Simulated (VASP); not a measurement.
# TiO2 (P-1) in VASP: single point with PBE

Aim: the single point of TiO2 with PBE.

Program: VASP 6.6.1. These are calculated values, not measurements. Logs are shortened: lines on timing, memory, paths and dates and some standing lists are left out, and cuts for length are marked.

## 1. The cell of the first run

The typed cell holds 12 atoms: a = 3.799 Å, b = 3.799 Å, c = 9.707 Å, α = 91.87°, β = 88.13°, γ = 90.00°.

## 2. Single point, PBE (the part above a cut slid along it)

Input file INCAR:

```
PREC = Accurate ; ENCUT = 520
EDIFF = 1E-7 ; ISMEAR = 0
SIGMA = 0.05 ; LREAL = False
LASPH = True ; NELM = 100
ALGO = Normal ; ISIF = 2
LWAVE = False ; LCHARG = False
GGA = PE ; NBANDS = 60
```

Input file KPOINTS:

```
Automatic mesh
0
Gamma
  7 7 3
```

Input file POSCAR:

```
TiO2
1.0
   -3.7992225376      0.0000000000      0.0000000000
    0.0000000000     -3.7992225376      0.0000000000
   -0.3164752374      0.3164752374      9.6968968543
Ti O
4 8
Direct
   -0.0520625000      1.0520625000      0.6250000000
    0.4895875000      0.5104125000      0.1250000000
    0.4687625000      0.0312375000      0.3750000000
   -0.0728875000      0.5728875000      0.8750000000
   -0.0692645103      0.0692645103      0.8315067260
    0.4723854897      0.5276145103      0.3315067260
    0.4515604897      0.0484395103      0.5815067260
   -0.0067895103      0.5067895103      0.0815067260
    0.4859645103      0.0140354897      0.1684932740
   -0.0556854897      0.5556854897      0.6684932740
   -0.0348604897      0.0348604897      0.4184932740
    0.4234895103      0.5765104897      0.9184932740
```

Potentials or basis: VASP PAW PBE potentials, release 64 (Ti_sv, O).

On the command line:

```sh
$ cat potpaw_PBE.64/Ti_sv/POTCAR potpaw_PBE.64/O/POTCAR > POTCAR
$ mpirun -np 1 vasp_std > vasp.out
```

OUTCAR:

```text
PREC = Accurate
   ENCUT = 520
   EDIFF = 1E-7
   ISMEAR = 0
   LREAL = False
   LASPH = True
   NELM = 100
   ISIF = 2
   GGA = PE

 ion  position               nearest neighbor table
   1  0.948  0.052  0.625-   7 1.95  10 1.95   7 1.95  10 1.95   5 2.00  11 2.00
   2  0.490  0.510  0.125-   8 1.95   9 1.95   8 1.95   9 1.95   6 2.00  12 2.05   4 2.91
   3  0.469  0.031  0.375-  11 1.95   6 1.95   6 1.95  11 1.95   9 2.00   7 2.00
   4  0.927  0.573  0.875-   5 1.95  12 1.95   5 1.95  12 1.95  10 2.00   8 2.05   2 2.91
   5  0.931  0.069  0.832-   4 1.95   4 1.95   1 2.00
   6  0.472  0.528  0.332-   3 1.95   3 1.95   2 2.00
   7  0.452  0.048  0.582-   1 1.95   1 1.95   3 2.00
   8  0.993  0.507  0.082-   2 1.95   2 1.95   4 2.05
   9  0.486  0.014  0.168-   2 1.95   2 1.95   3 2.00
  10  0.944  0.556  0.668-   1 1.95   1 1.95   4 2.00
  11  0.965  0.035  0.418-   3 1.95   3 1.95   1 2.00
  12  0.423  0.577  0.918-   4 1.95   4 1.95   2 2.05

  LATTYP: Found a base centered monoclinic cell.
 ALAT       =     5.3729120391
 B/A-ratio  =     1.0000000000
 C/A-ratio  =     1.8066962595
 COS(beta)  =    -0.0461062559

  Lattice vectors:

 A1 = (   0.0000000000,  -3.7992225376,   0.0000000000)
 A2 = (   3.7992225376,   0.0000000000,   0.0000000000)
 A3 = (  -0.3164752374,   0.3164752374,   9.6968968543)

Analysis of symmetry for initial positions (statically):
=====================================================================
 Subroutine PRICEL returns:
 Original cell was already a primitive cell.

 Routine SETGRP: Setting up the symmetry group for a
 base centered monoclinic supercell.

 Subroutine GETGRP returns: Found  2 space group operations
 (whereof  1 operations were pure point group operations)
 out of a pool of  4 trial point group operations.

The static configuration has the point symmetry C_1 .
 The point group associated with its full space group is S_2 .

Analysis of symmetry for dynamics (positions and initial velocities):
=====================================================================
 Subroutine PRICEL returns:
 Original cell was already a primitive cell.

 Routine SETGRP: Setting up the symmetry group for a
 base centered monoclinic supercell.

 Subroutine GETGRP returns: Found  2 space group operations
 (whereof  1 operations were pure point group operations)
 out of a pool of  4 trial point group operations.

The dynamic configuration has the point symmetry C_1 .
 The point group associated with its full space group is S_2 .

 Subroutine INISYM returns: Found  2 space group operations
 (whereof  1 operations are pure point group operations),
 and found     1 'primitive' translations

----------------------------------------------------------------------------------------

                                     Primitive cell

  volume of cell :     139.9659

  direct lattice vectors                    reciprocal lattice vectors
    -3.799222538  0.000000000  0.000000000    -0.263211747  0.000000000 -0.008590377
     0.000000000 -3.799222538  0.000000000     0.000000000 -0.263211747  0.008590377
    -0.316475237  0.316475237  9.696896854     0.000000000  0.000000000  0.103125775

  length of vectors
     3.799222538  3.799222538  9.707220084     0.263351890  0.263351890  0.103125775

  position of ions in fractional coordinates (direct lattice)
     0.947937500  0.052062500  0.625000000
     0.489587500  0.510412500  0.125000000
     0.468762500  0.031237500  0.375000000
     0.927112500  0.572887500  0.875000000
     0.930735490  0.069264510  0.831506726
     0.472385490  0.527614510  0.331506726
     0.451560490  0.048439510  0.581506726
     0.993210490  0.506789510  0.081506726
     0.485964510  0.014035490  0.168493274
     0.944314510  0.555685490  0.668493274
     0.965139510  0.034860490  0.418493274
     0.423489510  0.576510490  0.918493274

  ion indices of the primitive-cell ions
   primitive index   ion index
                 1           1
                 2           2
                 3           3
                 4           4
                 5           5
                 6           6
                 7           7
                 8           8
                 9           9
                10          10
                11          11
                12          12

----------------------------------------------------------------------------------------

 KPOINTS: Automatic mesh

Automatic generation of k-mesh.
 Grid dimensions read from file:
 generate k-points for:    7    7    3

 Generating k-lattice:

  Cartesian coordinates                     Fractional coordinates (reciprocal lattice)
    -0.037601678  0.000000000 -0.001227197     0.142857143  0.000000000  0.000000000
     0.000000000 -0.037601678  0.001227197     0.000000000  0.142857143  0.000000000
     0.000000000  0.000000000  0.034375258     0.000000000  0.000000000  0.333333333

  Length of vectors
     0.037621699  0.037621699  0.034375258

  Shift w.r.t. Gamma in fractional coordinates (k-lattice)
     0.000000000  0.000000000  0.000000000

 Subroutine IBZKPT returns following result:
 ===========================================

 Found     74 irreducible k-points:

 Following reciprocal coordinates:
            Coordinates               Weight
  0.000000  0.000000  0.000000      1.000000
  0.142857  0.000000  0.000000      2.000000
  0.000000  0.142857 -0.000000      2.000000
  0.285714  0.000000  0.000000      2.000000
  0.000000  0.285714  0.000000      2.000000
  0.428571  0.000000  0.000000      2.000000
[... 16 lines left out ...]
 -0.285714  0.285714  0.000000      2.000000
  0.428571  0.428571  0.000000      2.000000
 [... further k-points ...]
   k-points           NKPTS =     74   k-points in BZ     NKDIM =     74   number of bands    NBANDS=     60
   number of dos      NEDOS =    301   number of ions     NIONS =     12
   total plane-waves  NPLWV =  56448
   dimension x,y,z NGX =    28 NGY =   28 NGZ =   72
   dimension x,y,z NGXF=    56 NGYF=   56 NGZF=  144
   ions per type =               4   8
   NGX,Y,Z   is equivalent  to a cutoff of  12.25, 12.25, 12.33 a.u.
   NGXF,Y,Z  is equivalent  to a cutoff of  24.50, 24.50, 24.66 a.u.
 SYSTEM =  unknown system
   PREC   = accura    normal or accurate (medium, high low for compatibility)
   ISTART =      0    job   : 0-new  1-cont  2-samecut
   ICHARG =      2    charge: 1-file 2-atom 10-const
   ISPIN  =      1    spin polarized calculation?
   LNONCOLLINEAR =      F non collinear calculations
   LSORBIT =      F    spin-orbit coupling
   LASPH  =      T    aspherical Exc in radial PAW
   ENCUT  =  520.0 eV  38.22 Ry    6.18 a.u.   7.06  7.06 18.05*2*pi/ulx,y,z
   NELM   =    100;   NELMIN=  2; NELMDL= -5     # of ELM steps
   EDIFF  = 0.1E-06   stopping-criterion for ELM
   LREAL  =      F    real-space projection
   EDIFFG = 0.1E-05   stopping-criterion for IOM
   NSW    =      0    number of steps for IOM
   IBRION =     -1    ionic relax: 0-MD 1-quasi-New 2-CG
   NFREE  =      0    steps in history (QN), initial steepest desc. (CG)
   ISIF   =      2    stress and relaxation
   ISYM   =      2    0-nonsym 1-usesym 2-fastsym
   POTIM  = 0.5000    time-step for ionic-motion
   TEBEG  =    0.0;   TEEND  =   0.0 temperature during run
   PSTRESS=    0.0 pullay stress
   NELECT =      96.0000    total number of electrons
   NUPDOWN=      -1.0000    fix difference up-down
   EMIN   =  10.00;   EMAX   =-10.00  energy-range for DOS
   EFERMI =   0.00;   METHOD = LEGACY
   ISMEAR =     0;   SIGMA  =   0.05  broadening in eV -4-tet -1-fermi 0-gaus
   EFERMI_NEDOS =   21; number of points for ismear=-14 and -15
   IALGO  =     38    algorithm
   IMIX   =      4    mixing-type and parameters
     AMIX     =   0.40;   BMIX     =  1.00
     AMIX_MAG =   1.60;   BMIX_MAG =  1.00
  volume/ion in A,a.u.               =      11.66        78.71
  Fermi-wavevector in a.u.,A,eV,Ry     =   1.443747  2.728287 28.360066  2.084406
  Thomas-Fermi vector in A             =   2.562120
   LORBIT       =      0    0 simple, 1 ext, 2 COOP (PROOUT), +10 PAW based schemes
   GGA     = PE    functional components
   LHFCALC =     F    Hartree Fock is set to
   AEXX    =    0.0000 exact exchange contribution
   IVDW    =     0    specifies the selected vdW correction
   LEPSILON=     F    determine dielectric tensor
   LRPA    =     F    only Hartree local field effects (RPA)
 non-spin polarized calculation
 Gauss-broadening in eV      SIGMA  =   0.05
  energy-cutoff  :      520.00
  volume of cell :      139.97
 maximum number of plane-waves:      3788
   NGX = 15   NGY = 15   NGZ = 37

 number of electron      96.0000006 magnetization

 Free energy of the ion-electron system (eV)
  ---------------------------------------------------
  ext. energy  EPLUGINS =         0.00000000
  ---------------------------------------------------
  free energy    TOTEN  =      -107.25106881 eV

  energy without entropy =     -107.25106881  energy(sigma->0) =     -107.25106881

 E-fermi :   3.6143     XC(G=0): -10.5990

 val. band max:        3.2476810212   @ k =   0.4286   0.4286   0.0000
 cond. band min:       5.2755539842   @ k =   0.0000   0.0000   0.0000
 fundamental gap:      2.0278729629
 Fermi energy:         3.6142857100

 k-point     1 :       0.0000    0.0000    0.0000
  band No.  band energies     occupation
      1     -53.3149      2.00000
      2     -53.2889      2.00000
      3     -53.2818      2.00000
      4     -53.2539      2.00000
      5     -29.7498      2.00000
      6     -29.5861      2.00000
[... 52 lines left out ...]
     59       7.3361      0.00000
     60       7.3527      0.00000

 k-point     2 :       0.1429    0.0000    0.0000
  band No.  band energies     occupation
      1     -53.3133      2.00000
      2     -53.2900      2.00000
      3     -53.2802      2.00000
      4     -53.2546      2.00000
      5     -29.7486      2.00000
      6     -29.6107      2.00000
[... 1375 lines left out ...]
     59       7.2943      0.00000
     60       7.4998      0.00000

 k-point    24 :       0.4286    0.4286    0.0000
  band No.  band energies     occupation
      1     -53.2954      2.00000
      2     -53.2897      2.00000
      3     -53.2775      2.00000
      4     -53.2609      2.00000
      5     -29.7301      2.00000
      6     -29.7084      2.00000
[... 52 lines left out ...]
     59       7.8511      0.00000
     60       7.9307      0.00000

 [... further k-points ...]
[... 5 lines left out ...]
  --------------------------------------------------------------------------------------
  -------------------------------------------------------------------------------------
  Total       -0.6919072      0.8100415      0.9465226      0.9642181     -0.8990245      4.7041211
  in kB       -7.9202011      9.2724740     10.8347610     11.0373199    -10.2910543     53.8476604
  external PRESSURE =       4.0623447 kB  Pullay stress =       0.0000000 kB

 VOLUME and BASIS-vectors are now :
 -----------------------------------------------------------------------------
  energy-cutoff  :      520.00
  volume of cell :      139.97
      direct lattice vectors                 reciprocal lattice vectors
    -3.799222538  0.000000000  0.000000000    -0.263211747  0.000000000 -0.008590377
     0.000000000 -3.799222538  0.000000000     0.000000000 -0.263211747  0.008590377
    -0.316475237  0.316475237  9.696896854     0.000000000  0.000000000  0.103125775

 POSITION                                       TOTAL-FORCE (eV/Angst)
 -----------------------------------------------------------------------------------
     -3.79922      0.00000      6.06056         0.006296      0.007928      0.044101
     -1.89961     -1.89961      1.21211         0.239423      0.002279      0.231114
     -1.89961      0.00000      3.63634        -0.006296     -0.007928     -0.044101
     -3.79922     -1.89961      8.48478        -0.239423     -0.002279     -0.231114
     -3.79922     -0.00000      8.06303        -0.002723      0.193431     -0.062231
     -1.89961     -1.89961      3.21459         0.047821     -0.041471     -0.080633
     -1.89961     -0.00000      5.63881        -0.006004     -0.002782      0.008196
     -3.79922     -1.89961      0.79036         2.409881      0.054563      0.247641
     -1.89961      0.00000      1.63386         0.002723     -0.193431      0.062231
     -3.79922     -1.89961      6.48231        -0.047821      0.041471      0.080633
     -3.79922      0.00000      4.05809         0.006004      0.002782     -0.008196
     -1.89961     -1.89961      8.90653        -2.409881     -0.054563     -0.247641
 -----------------------------------------------------------------------------------
    total drift:                                0.000069     -0.000017     -0.000031

  FREE ENERGIE OF THE ION-ELECTRON SYSTEM (eV)
  ---------------------------------------------------
  free  energy   TOTEN  =      -107.2510688080 eV

  energy  without entropy=     -107.2510688080  energy(sigma->0) =     -107.25106881
```

Wall time 14 min (1 thread of Intel Xeon Platinum 8488C (Sapphire Rapids), shared host); peak memory 0.51 GiB.

What came out:

```
Free energy            : -107.2511 eV
Pressure               : 0.4 GPa
Largest force          : 2.423 eV/Å
Band gap on the k mesh : 2.03 eV (least direct gap 2.11 eV)
```

Forces on the atoms (eV/Å):
```
Ti   0.006  0.008  0.044
Ti   0.239  0.002  0.231
Ti  -0.006 -0.008 -0.044
Ti  -0.239 -0.002 -0.231
O   -0.003  0.193 -0.062
O    0.048 -0.041 -0.081
O   -0.006 -0.003  0.008
O    2.410  0.055  0.248
O    0.003 -0.193  0.062
O   -0.048  0.041  0.081
O    0.006  0.003 -0.008
O   -2.410 -0.055 -0.248
```

Levels at points of the mesh, in eV from the valence-band top:
```
           k point  band 46  band 47  band 48  band 49  band 50  band 51
(0.00, 0.00, 0.00)    -0.46    -0.16    -0.08     2.03     2.32     2.36
```

Caveat: the cell differs from its parent crystal (the part above a cut slid along it); forces of over 1 eV/Å act on the atoms, so gaps and moduli don't describe the material at rest.
